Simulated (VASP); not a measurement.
# PbSe (Fm-3m) in VASP: settings compared

PbSe is run at these levels: PBE, revPBE, PBEsol; tasks: single point, vibrations by perturbation theory.

Program: VASP 6.6.1. These are calculated values, not measurements. Logs are shortened: lines on timing, memory, paths and dates and some standing lists are left out, and cuts for length are marked.

**1. The cell of the first run**

Symmetry: Fm-3m, No. 225, cubic system. The conventional cell has a = 6.121 Å, b = 6.121 Å, c = 6.121 Å, α = 90.00°, β = 90.00°, γ = 90.00°. Within 4.0 Å of Pb (site symmetry m-3m) lie 6 Se at 3.06 Å. Within 4.0 Å of Se (site symmetry m-3m) lie 6 Pb at 3.06 Å.

**2. Single point, PBE**

File POSCAR:

```
PbSe
1.0
    0.0000000000      3.0606500000      3.0606500000
    3.0606500000      0.0000000000      3.0606500000
    3.0606500000      3.0606500000      0.0000000000
Pb Se
1 1
Direct
    0.0000000000      0.0000000000      0.0000000000
    0.5000000000      0.5000000000      0.5000000000
```

File INCAR.step1:

```
SYSTEM = PbSe
PREC = Accurate
ENCUT = 520
EDIFF = 1E-6
ISMEAR = -1
SIGMA = 0.05
LREAL = .FALSE.
LASPH = .TRUE.
NELM = 100
ALGO = Normal
ISIF = 2
LWAVE = .FALSE.
LCHARG = .TRUE.
GGA = PE
NBANDS = 17
```

File KPOINTS.step1:

```
regular mesh
0
G
  4 4 4
  0 0 0
```

File INCAR.step2:

```
SYSTEM = PbSe
PREC = Accurate
ENCUT = 520
EDIFF = 1E-6
ISMEAR = -5
SIGMA = 0.05
LREAL = .FALSE.
LASPH = .TRUE.
NELM = 100
ALGO = Normal
ISIF = 2
LWAVE = .FALSE.
LCHARG = .FALSE.
GGA = PE
LORBIT = 10
NEDOS = 1001
ICHARG = 11
```

File KPOINTS.step2:

```
regular mesh
0
G
  6 6 6
  0 0 0
```

Potentials or basis: VASP PAW PBE potentials, release 64 (Pb_d, Se).

On the command line:

```bash
$ cat potpaw_PBE.64/Pb_d/POTCAR potpaw_PBE.64/Se/POTCAR > POTCAR
$ cp INCAR.step1 INCAR
$ cp KPOINTS.step1 KPOINTS
$ mpirun -np 1 vasp_std > vasp.out
$ cp INCAR.step2 INCAR
$ cp KPOINTS.step2 KPOINTS
$ mpirun -np 1 vasp_std > vasp.out
```

OUTCAR:

```text
SYSTEM = PbSe
   PREC = Accurate
   ENCUT = 520
   EDIFF = 1E-6
   ISMEAR = -5
   LREAL = .FALSE.
   LASPH = .TRUE.
   NELM = 100
   ISIF = 2
   GGA = PE
   LORBIT = 10
   ICHARG = 11

 ion  position               nearest neighbor table
   1  0.000  0.000  0.000-   2 3.06   2 3.06   2 3.06   2 3.06   2 3.06   2 3.06
   2  0.500  0.500  0.500-   1 3.06   1 3.06   1 3.06   1 3.06   1 3.06   1 3.06

  LATTYP: Found a face centered cubic cell.
 ALAT       =     6.1213000000

  Lattice vectors:

 A1 = (   0.0000000000,   3.0606500000,   3.0606500000)
 A2 = (   3.0606500000,   0.0000000000,   3.0606500000)
 A3 = (   3.0606500000,   3.0606500000,   0.0000000000)

Analysis of symmetry for initial positions (statically):
=====================================================================
 Subroutine PRICEL returns:
 Original cell was already a primitive cell.

 Routine SETGRP: Setting up the symmetry group for a
 face centered cubic supercell.

 Subroutine GETGRP returns: Found 48 space group operations
 (whereof 48 operations were pure point group operations)
 out of a pool of 48 trial point group operations.

The static configuration has the point symmetry O_h .

Analysis of symmetry for dynamics (positions and initial velocities):
=====================================================================
 Subroutine PRICEL returns:
 Original cell was already a primitive cell.

 Routine SETGRP: Setting up the symmetry group for a
 face centered cubic supercell.

 Subroutine GETGRP returns: Found 48 space group operations
 (whereof 48 operations were pure point group operations)
 out of a pool of 48 trial point group operations.

The dynamic configuration has the point symmetry O_h .

 Subroutine INISYM returns: Found 48 space group operations
 (whereof 48 operations are pure point group operations),
 and found     1 'primitive' translations

----------------------------------------------------------------------------------------

                                     Primitive cell

  volume of cell :      57.3418

  direct lattice vectors                    reciprocal lattice vectors
     0.000000000  3.060650000  3.060650000    -0.163363991  0.163363991  0.163363991
     3.060650000  0.000000000  3.060650000     0.163363991 -0.163363991  0.163363991
     3.060650000  3.060650000  0.000000000     0.163363991  0.163363991 -0.163363991

  length of vectors
     4.328412740  4.328412740  4.328412740     0.282954733  0.282954733  0.282954733

  position of ions in fractional coordinates (direct lattice)
     0.000000000  0.000000000  0.000000000
     0.500000000  0.500000000  0.500000000

  ion indices of the primitive-cell ions
   primitive index   ion index
                 1           1
[... 88 lines left out ...]
  Fermi-wavevector in a.u.,A,eV,Ry     =   1.152377  2.177676 18.068159  1.327972
  Thomas-Fermi vector in A             =   2.289028
   LORBIT       =     10    0 simple, 1 ext, 2 COOP (PROOUT), +10 PAW based schemes
   GGA     = PE    functional components
   LHFCALC =     F    Hartree Fock is set to
   AEXX    =    0.0000 exact exchange contribution
   IVDW    =     0    specifies the selected vdW correction
   LEPSILON=     F    determine dielectric tensor
   LRPA    =     F    only Hartree local field effects (RPA)
 non-spin polarized calculation
 Fermi weights with tetrahedron method with Bloechl corrections
  energy-cutoff  :      520.00
  volume of cell :       57.34
 maximum number of plane-waves:      1572

 number of electron      20.0000000 magnetization

 Free energy of the ion-electron system (eV)
  ---------------------------------------------------
  ext. energy  EPLUGINS =         0.00000000
  ---------------------------------------------------
  free energy    TOTEN  =        -8.18125917 eV

  energy without entropy =       -8.18125917  energy(sigma->0) =       -8.18125917

 E-fermi :   5.0634     XC(G=0):  -9.5351

 val. band max:        5.0631211225   @ k =   0.5000   0.0000   0.0000
 cond. band min:       5.3559528107   @ k =   0.5000   0.0000   0.0000
 fundamental gap:      0.2928316882
 Fermi energy:         5.0633856436

 k-point     1 :       0.0000    0.0000    0.0000
  band No.  band energies     occupation
      1     -11.7703      2.00000
      2     -11.7703      2.00000
      3     -11.7700      2.00000
      4     -11.7700      2.00000
      5     -11.7700      2.00000
      6      -8.5323      2.00000
      7      -1.2404      2.00000
      8       3.1842      2.00000
      9       3.1842      2.00000
     10       3.1842      2.00000
     11       9.7779      0.00000
     12       9.7779      0.00000
     13       9.7779      0.00000
     14      11.5816      0.00000
[... 241 lines left out ...]
      1     -11.8723      2.00000
      2     -11.7732      2.00000
      3     -11.7646      2.00000
      4     -11.7418      2.00000
      5     -11.7254      2.00000
      6      -7.0759      2.00000
      7      -2.8160      2.00000
      8       0.4361      2.00000
      9       1.2878      2.00000
     10       3.4290      2.00000
     11       8.0207      0.00000
     12       9.4391      0.00000
     13      10.5530      0.00000
     14      11.6196      0.00000

------------------------ aborting loop because EDIFF is reached ----------------------------------------

  FORCE on cell =-STRESS in cart. coord.  units (eV):
  Direction    XX          YY          ZZ          XY          YZ          ZX
  --------------------------------------------------------------------------------------
  -------------------------------------------------------------------------------------
  Total        0.9096203      0.9096203      0.9096203      0.0000000      0.0000000      0.0000000
  in kB       25.4155610     25.4155610     25.4155610      0.0000000      0.0000000      0.0000000
  external PRESSURE =      25.4155610 kB  Pullay stress =       0.0000000 kB

 VOLUME and BASIS-vectors are now :
 -----------------------------------------------------------------------------
  energy-cutoff  :      520.00
  volume of cell :       57.34
      direct lattice vectors                 reciprocal lattice vectors
     0.000000000  3.060650000  3.060650000    -0.163363991  0.163363991  0.163363991
     3.060650000  0.000000000  3.060650000     0.163363991 -0.163363991  0.163363991
     3.060650000  3.060650000  0.000000000     0.163363991  0.163363991 -0.163363991

 POSITION                                       TOTAL-FORCE (eV/Angst)
 -----------------------------------------------------------------------------------
      0.00000      0.00000      0.00000         0.000000      0.000000      0.000000
      3.06065      3.06065      3.06065        -0.000000      0.000000     -0.000000
 -----------------------------------------------------------------------------------
    total drift:                                0.000000     -0.000000     -0.000000

  FREE ENERGIE OF THE ION-ELECTRON SYSTEM (eV)
  ---------------------------------------------------
  free  energy   TOTEN  =        -8.1812591652 eV

  energy  without entropy=       -8.1812591652  energy(sigma->0) =       -8.18125917

 total charge

# of ion       s       p       d       tot
------------------------------------------
    1        1.476   0.536   9.841  11.854
    2        1.467   2.335   0.017   3.819
--------------------------------------------------
tot          2.944   2.871   9.859  15.674
```

OSZICAR.step1:

```text
N       E                     dE             d eps       ncg     rms          rms(c)
DAV:   1     0.154442954164E+03    0.15444E+03   -0.95108E+03   272   0.120E+03
DAV:   2     0.285092648243E+01   -0.15159E+03   -0.14534E+03   289   0.305E+02
DAV:   3    -0.813863640908E+01   -0.10990E+02   -0.10898E+02   322   0.896E+01
DAV:   4    -0.844613904171E+01   -0.30750E+00   -0.30731E+00   342   0.159E+01
DAV:   5    -0.845604182995E+01   -0.99028E-02   -0.99024E-02   390   0.298E+00    0.276E+00
DAV:   6    -0.817096442342E+01    0.28508E+00   -0.72721E-01   419   0.567E+00    0.157E+00
DAV:   7    -0.816630064943E+01    0.46638E-02   -0.11731E-01   334   0.164E+00    0.878E-01
DAV:   8    -0.816950925223E+01   -0.32086E-02   -0.13771E-02   355   0.123E+00    0.195E-01
DAV:   9    -0.816895090876E+01    0.55834E-03   -0.32899E-03   406   0.520E-01    0.504E-02
DAV:  10    -0.816901875978E+01   -0.67851E-04   -0.25558E-04   331   0.904E-02    0.162E-02
DAV:  11    -0.816902610243E+01   -0.73427E-05   -0.36301E-05   343   0.584E-02    0.580E-03
DAV:  12    -0.816902621923E+01   -0.11680E-06   -0.18610E-06   339   0.136E-02
   1 F= -.81690262E+01 E0= -.81677717E+01  d E =-.250908E-02
```

Wall time 17 s (1 thread of Intel Xeon Platinum 8488C (Sapphire Rapids), shared host); peak memory 0.17 GiB.

What came out:

* Valence electrons inside the program's atomic spheres: Pb 11.85; Se 3.82

Caveat: the k points lie up to 0.44 Å⁻¹ apart; spin-orbit coupling is left out, which moves the levels of the heavy elements.

**3. Single point, revPBE**

POSCAR is that of step 2.

File INCAR.step1:

```
SYSTEM = PbSe
PREC     = Accurate       ! precision mode
ENCUT    = 520            ! plane-wave cutoff, eV
EDIFF    = 1E-7           ! SCF threshold, eV
ISMEAR   = -1             ! smearing method
SIGMA    = 0.05           ! smearing width, eV
LREAL    = .False.        ! projectors in reciprocal space
LASPH    = .True.         ! aspherical terms in the spheres
NELM     = 80             ! most SCF steps
ALGO     = Normal         ! electronic algorithm
ISIF     = 2              ! what is computed and relaxed
LWAVE    = .False.        ! write WAVECAR
LCHARG   = .True.         ! write CHGCAR
GGA      = RE             ! functional
NBANDS   = 17             ! bands
```

File KPOINTS.step1:

```
regular mesh
0
Gamma
  4 4 4
  0 0 0
```

File INCAR.step2:

```
SYSTEM = PbSe
PREC     = Accurate       ! precision mode
ENCUT    = 520            ! plane-wave cutoff, eV
EDIFF    = 1E-7           ! SCF threshold, eV
ISMEAR   = -5             ! smearing method
SIGMA    = 0.05           ! smearing width, eV
LREAL    = .False.        ! projectors in reciprocal space
LASPH    = .True.         ! aspherical terms in the spheres
NELM     = 80             ! most SCF steps
ALGO     = Normal         ! electronic algorithm
ISIF     = 2              ! what is computed and relaxed
LWAVE    = .False.        ! write WAVECAR
LCHARG   = .False.        ! write CHGCAR
GGA      = RE             ! functional
LORBIT   = 11             ! projections on sites
NEDOS    = 1001           ! points of the DOS
ICHARG   = 11             ! starting density
```

File KPOINTS.step2:

```
regular mesh
0
Gamma
  6 6 6
  0 0 0
```

Potentials or basis: VASP PAW PBE potentials, release 64 (Pb_d, Se).

On the command line:

```bash
$ cat potpaw_PBE.64/Pb_d/POTCAR potpaw_PBE.64/Se/POTCAR > POTCAR
$ cp INCAR.step1 INCAR
$ cp KPOINTS.step1 KPOINTS
$ mpirun -np 1 vasp_std > vasp.out
$ cp INCAR.step2 INCAR
$ cp KPOINTS.step2 KPOINTS
$ mpirun -np 1 vasp_std > vasp.out
```

It took 19 s on 1 thread of Intel Xeon Platinum 8488C (Sapphire Rapids), shared host; peak memory 0.17 GiB.

The run converged. Its results:

| Item | Value |
| --- | --- |
| Valence electrons inside the program's atomic spheres | Pb 11.86; Se 3.83 |

Levels at points of the mesh, in eV from the valence-band top:
| k point | band 6 | band 7 | band 8 | band 9 | band 10 | band 11 | band 12 | band 13 | band 14 |
| --- | --- | --- | --- | --- | --- | --- | --- | --- | --- |
| (0.00, 0.00, 0.00) | -13.58 | -6.27 | -1.89 | -1.89 | -1.89 | 4.75 | 4.75 | 4.75 | 6.54 |
| (0.50, 0.00, 0.00) | -12.51 | -8.78 | -1.48 | -1.48 | 0.00 | 0.35 | 1.73 | 1.73 | 8.63 |
| (0.50, 0.50, 0.00) | -12.15 | -7.36 | -4.97 | -3.23 | -3.23 | 3.75 | 5.64 | 5.64 | 6.09 |

Caveat: the k points lie up to 0.44 Å⁻¹ apart; the PAW data sets were made with another functional, which shifts forces and pressure a little; spin-orbit coupling is left out, which moves the levels of the heavy elements.

**4. Vibrations by perturbation theory, PBEsol**

File INCAR:

```
PREC = Accurate
ENCUT = 520
EDIFF = 1E-8
ISMEAR = -1
SIGMA = 0.05
LREAL = False
LASPH = True
NELM = 60
ALGO = Normal
ISIF = 2
LWAVE = False
LCHARG = True
GGA = PS
IBRION = 8
NSW = 1
```

File KPOINTS:

```
Automatic mesh
0
Gamma
  6 6 6
```

POSCAR is that of step 3.

Potentials or basis: VASP PAW PBE potentials, release 64 (Pb_d, Se).

On the command line:

```bash
$ cat potpaw_PBE.64/Pb_d/POTCAR potpaw_PBE.64/Se/POTCAR > POTCAR
$ mpirun -np 1 vasp_std > vasp.out
```

OUTCAR:

```text
PREC = Accurate
   ENCUT = 520
   EDIFF = 1E-8
   ISMEAR = -1
   LREAL = False
   LASPH = True
   NELM = 60
   ISIF = 2
   GGA = PS
   IBRION = 8
   NSW = 1

 ion  position               nearest neighbor table
   1  0.000  0.000  0.000-   2 3.06   2 3.06   2 3.06   2 3.06   2 3.06   2 3.06
   2  0.500  0.500  0.500-   1 3.06   1 3.06   1 3.06   1 3.06   1 3.06   1 3.06

  LATTYP: Found a face centered cubic cell.
 ALAT       =     6.1213000000

  Lattice vectors:

 A1 = (   0.0000000000,   3.0606500000,   3.0606500000)
 A2 = (   3.0606500000,   0.0000000000,   3.0606500000)
 A3 = (   3.0606500000,   3.0606500000,   0.0000000000)

Analysis of symmetry for initial positions (statically):
=====================================================================
 Subroutine PRICEL returns:
 Original cell was already a primitive cell.

 Routine SETGRP: Setting up the symmetry group for a
 face centered cubic supercell.
[... 488 lines left out ...]

 INTERNAL STRAIN TENSOR  FOR ION    2  DIRECTION 1   (eV/Angst):
 -----------------------------------------------------------------------------
    -0.00757  0.00000  0.00000
     0.00000  0.00897 -0.00000
     0.00000 -0.00000  0.00897

 INTERNAL STRAIN TENSOR FOR ION    2 for displacements in x,y,z  (eV/Angst):
          X           Y           Z          XY          YZ          ZX
  --------------------------------------------------------------------------------
  x     0.00000     0.00000     0.00000     0.00000     0.00000     0.00000
  y     0.00000     0.00000     0.00000     0.00000     0.00000     0.00000
  z     0.00000     0.00000     0.00000     0.00000     0.00000     0.00000

 SECOND DERIVATIVES (NOT SYMMETRIZED)
 ------------------------------------
               1X          1Y          1Z          2X          2Y          2Z
  1X    -0.047358    0.000000    0.000000    0.047358    0.000000    0.000000
  1Y     0.000000   -0.047358    0.000000    0.000000    0.047358    0.000000
  1Z     0.000000    0.000000   -0.047358    0.000000    0.000000    0.047358
  2X     0.051924    0.000000    0.000000   -0.051924    0.000000    0.000000
  2Y     0.000000    0.051924    0.000000    0.000000   -0.051924    0.000000
  2Z     0.000000    0.000000    0.051924    0.000000    0.000000   -0.051924

 Eigenvectors and eigenvalues of the dynamical matrix
 ----------------------------------------------------

   1 f  =    0.465472 THz     2.924648 2PiTHz   15.526479 cm-1     1.925037 meV
             X         Y         Z           dx          dy          dz
      0.000000  0.000000  0.000000     0.000000    0.508056    0.000000
      3.060650  3.060650  3.060650     0.000000   -0.861324    0.000000
[... 21 lines left out ...]
   6 f/i=    0.009371 THz     0.058879 2PiTHz    0.312577 cm-1     0.038755 meV
             X         Y         Z           dx          dy          dz
      0.000000  0.000000  0.000000     0.000000    0.000000    0.861324
      3.060650  3.060650  3.060650     0.000000    0.000000    0.508056

--------------------------------------------------------------------------------------------------------

 ELASTIC MODULI CONTR FROM IONIC RELAXATION (kBar)
 Direction    XX          YY          ZZ          XY          YZ          ZX
 --------------------------------------------------------------------------------
 XX           0.0000      0.0000      0.0000      0.0000      0.0000      0.0000
 YY           0.0000      0.0000      0.0000      0.0000      0.0000      0.0000
 ZZ           0.0000      0.0000      0.0000      0.0000      0.0000      0.0000
 XY           0.0000      0.0000      0.0000      0.0000      0.0000      0.0000
 YZ           0.0000      0.0000      0.0000      0.0000      0.0000      0.0000
 ZX           0.0000      0.0000      0.0000      0.0000      0.0000      0.0000
 --------------------------------------------------------------------------------
```

stdout:

```text
POSCAR found type information on POSCAR PbSe
 POSCAR found :  2 types and       2 ions
 scaLAPACK will be used
 -----------------------------------------------------------------------------
|                                                                             |
|                                                                             |
|     You enforced a specific xc type in the INCAR file but a different       |
|     I HOPE YOU KNOW WHAT YOU ARE DOING!                                     |
|                                                                             |
 -----------------------------------------------------------------------------

 LDA part: xc-table for (Slater+PW92), standard interpolation
 POSCAR, INCAR and KPOINTS ok, starting setup
 FFT: planning ... GRIDC
 FFT: planning ... GRID_SOFT
 FFT: planning ... GRID
 WAVECAR not read
 entering main loop
 Linear response reoptimize wavefunctions to high precision
 Linear response DOF=           2
 Linear response progress:
 first order change of Fermi-energy   0.33374E-04
 force on displaced ion       1 direction 1 :  -0.047   0.000   0.000
 Linear response progress:
 first order change of Fermi-energy   0.50065E-03
 force on displaced ion       2 direction 1 :  -0.052   0.000   0.000
 Linear response finished
```

Run time: 66 s. Hardware: 1 thread of Intel Xeon Platinum 8559C (Emerald Rapids), shared host; peak memory 0.24 GiB.

Results:

| Property | Result |
| --- | --- |
| Highest phonon frequency at Γ, LO-TO splitting left out | 16 cm⁻¹ |

Phonon frequencies in cm⁻¹ (negative: imaginary):
| q point | frequencies |
| --- | --- |
| (0.000, 0.000, 0.000) | 0 0 0 16 16 16 |

Caveat: the PAW data sets were made with another functional, which shifts forces and pressure a little; spin-orbit coupling is left out, which moves the levels of the heavy elements.
